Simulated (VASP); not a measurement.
CsYPt2Se4: relaxation of cell and atoms with PBE

The system is CsYPt2Se4.

```
CELL_PARAMETERS angstrom
5.04900 0.00000 0.00000
0.00000 5.04900 0.00000
0.00000 0.00000 9.60408
ATOMIC_POSITIONS crystal
Cs 0.50000 0.50000 0.00000
Y 0.50000 0.50000 0.50000
Pt 0.00000 0.00000 0.75000
Pt 0.00000 0.00000 0.25000
Se 0.50000 0.00000 0.75000
Se 0.00000 0.50000 0.75000
Se 0.50000 0.00000 0.25000
Se 0.00000 0.50000 0.25000
```

```json
{
  "Program": "VASP 6.6.1",
  "Task": "relaxation of cell and atoms",
  "Functional": "PBE",
  "Potentials or basis": "VASP PAW PBE potentials, release 64 (Cs_sv, Y_sv, Pt, Se)",
  "Cutoff": "600 eV",
  "k mesh": "4 × 4 × 2",
  "Occupations": "gaussian, width 0.1 eV",
  "Spin": "no spin polarisation",
  "Dipole correction": "no",
  "Further INCAR settings": "ALGO = Normal; EDIFF = 1e-06; IBRION = 2; EDIFFG = -0.04; NSW = 90; ISIF = 3"
}
```

```yaml
Relaxed_volume: 28.25 Å³/atom
Relaxed_cell: a = 4.843 Å, b = 4.843 Å, c = 9.636 Å, α = 90.00°, β = 90.00°, γ = 90.00°
Space_group_after_relaxing_to_0.1_Å: P4/mmm (No. 123)
Energy_gained_by_relaxing: 346.3 meV/atom
Ionic_steps: 21
Pressure_after_relaxing: 0.0 GPa
Largest_force_after_relaxing: 0.030 eV/Å
Band_gap_on_the_k_mesh: zero (bands 32 and 33 overlap by 0.55 eV)
```

Forces on the atoms (eV/Å):
```
Cs   0.000  0.000  0.000
Y    0.000  0.000  0.000
Pt   0.000  0.000  0.018
Pt   0.000  0.000 -0.018
Se   0.000  0.000  0.030
Se   0.000  0.000  0.030
Se   0.000  0.000 -0.030
Se   0.000  0.000 -0.030
```

The path:
```csv
step,energy change (eV),largest force (eV/Å),pressure (GPa),volume (Å³)
1,0.0000,1.5413,-3.89,244.83
2,-0.8320,1.5073,0.95,219.37
3,-0.9511,1.5201,4.81,206.25
4,-1.4233,1.3553,4.24,203.41
5,-1.9396,0.4924,4.06,194.02
6,-1.9555,0.6341,3.95,195.15
7,-2.1482,0.6122,0.90,203.80
8,-2.1993,0.5816,-1.58,212.62
9,-2.3652,0.5263,-1.38,215.02
10,-2.6270,0.4273,-0.53,221.46
11,-2.6759,0.4367,-0.21,223.75
12,-2.7053,0.2991,0.67,227.78
13,-2.7129,0.4826,0.12,225.50
14,-2.7229,0.4128,0.38,226.67
15,-2.7407,0.2260,-0.99,231.77
16,-2.7509,0.1222,-0.50,229.85
17,-2.7673,0.0210,0.09,226.56
18,-2.7681,0.0245,0.25,225.67
19,-2.7689,0.0602,-0.30,226.74
20,-2.7699,0.0445,-0.05,226.27
21,-2.7704,0.0303,-0.02,226.03
```

Final structure:
```cif
data_structure
_symmetry_space_group_name_H-M 'P 1'
_symmetry_Int_Tables_number 1
_cell_length_a 4.8433
_cell_length_b 4.8433
_cell_length_c 9.6356
_cell_angle_alpha 90.000
_cell_angle_beta 90.000
_cell_angle_gamma 90.000
_cell_volume 226.03
loop_
_atom_site_label
_atom_site_type_symbol
_atom_site_fract_x
_atom_site_fract_y
_atom_site_fract_z
_atom_site_occupancy
Cs1 Cs 0.50000 0.50000 0.00000 1
Y1 Y 0.50000 0.50000 0.50000 1
Pt1 Pt 0.00000 0.00000 0.75274 1
Pt2 Pt 0.00000 0.00000 0.24726 1
Se1 Se 0.50000 0.00000 0.68428 1
Se2 Se 0.00000 0.50000 0.68428 1
Se3 Se 0.50000 0.00000 0.31572 1
Se4 Se 0.00000 0.50000 0.31572 1
```

Levels at points of the mesh, in eV from the Fermi level:
```
           k point  band 28  band 29  band 30  band 31  band 32  band 33  band 34  band 35  band 36  band 37
(0.00, 0.00, 0.00)    -0.88    -0.24    -0.11    -0.11    -0.01    -0.01     0.71     0.80     2.26     2.48
(0.50, 0.00, 0.00)    -0.91    -0.86    -0.65    -0.37    -0.26     0.00     0.40     2.46     2.72     2.86
(0.50, 0.50, 0.00)    -0.74    -0.68    -0.68    -0.54     0.53     0.55     2.57     3.60     3.74     3.74
(0.00, 0.00, 0.50)    -1.19    -0.22    -0.13    -0.13     0.02     0.02     0.57     1.00     1.96     2.65
(0.50, 0.00, 0.50)    -0.91    -0.76    -0.75    -0.37    -0.31    -0.02     0.45     2.57     2.88     3.30
(0.50, 0.50, 0.50)    -0.77    -0.66    -0.66    -0.53     0.52     1.50     1.58     2.72     3.89     3.89
```

Run time: 34 min on 1 thread of AMD EPYC 9R14 (Zen 4) (shared host), peak memory 0.45 GiB.

Caveat: spin-orbit coupling is left out, which moves the levels of the heavy elements.
